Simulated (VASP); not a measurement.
A run of VASP 6.6.1 is set up as follows.

File POSCAR:

```
MgS
1.0
    3.5940341746      0.0000000000      0.0000000000
   -1.7970170873      3.1125248973      0.0000000000
    0.0000000000      0.0000000000      6.1473560943
Mg S
2 2
Direct
    0.0000000000      0.0000000000      0.0000000000
    0.0000000000      0.0000000000      0.5000000000
    0.3333333333      0.6666666667      0.2500000000
    0.6666666667      0.3333333333      0.7500000000
```

The input INCAR.step1:

```
SYSTEM = MgS
PREC = Accurate ; ENCUT = 520
EDIFF = 1E-5 ; ISMEAR = 0
SIGMA = 0.01 ; LREAL = .FALSE.
LASPH = .TRUE. ; NELM = 60
ALGO = Normal ; ISIF = 2
LWAVE = .TRUE. ; LCHARG = .FALSE.
GGA = PE ; NBANDS = 16
```

Contents of INCAR.step2:

```
SYSTEM = MgS
PREC = Accurate ; ENCUT = 520
EDIFF = 1E-7 ; ISMEAR = 0
SIGMA = 0.01 ; LREAL = .FALSE.
LASPH = .TRUE. ; NELM = 60
ALGO = Normal ; ISIF = 2
LWAVE = .FALSE. ; LCHARG = .FALSE.
GGA = PE ; LHFCALC = .TRUE.
HFSCREEN = 0.2079 ; PRECFOCK = Normal
ISTART = 1 ; NBANDS = 16
```

Contents of KPOINTS:

```
Automatic mesh
0
G
  6 6 4
  0 0 0
```

Potentials or basis: VASP PAW PBE potentials, release 64 (Mg, S).

The run is started by

```bash
$ cat potpaw_PBE.64/Mg/POTCAR potpaw_PBE.64/S/POTCAR > POTCAR
$ cp INCAR.step1 INCAR
$ mpirun -np 1 vasp_std > vasp.out
$ cp INCAR.step2 INCAR
$ mpirun -np 1 vasp_std > vasp.out
```

(1) What does it give for the band gap on the k mesh?

(2) What does it give for the pressure?

## Answers

(1) 4.39 eV (least direct gap 4.80 eV).

(2) 1.6 GPa.

Caveat: the cell differs from its parent crystal (biaxial xy strain -1.4%); the PAW data sets were made with another functional, which shifts forces and pressure a little.
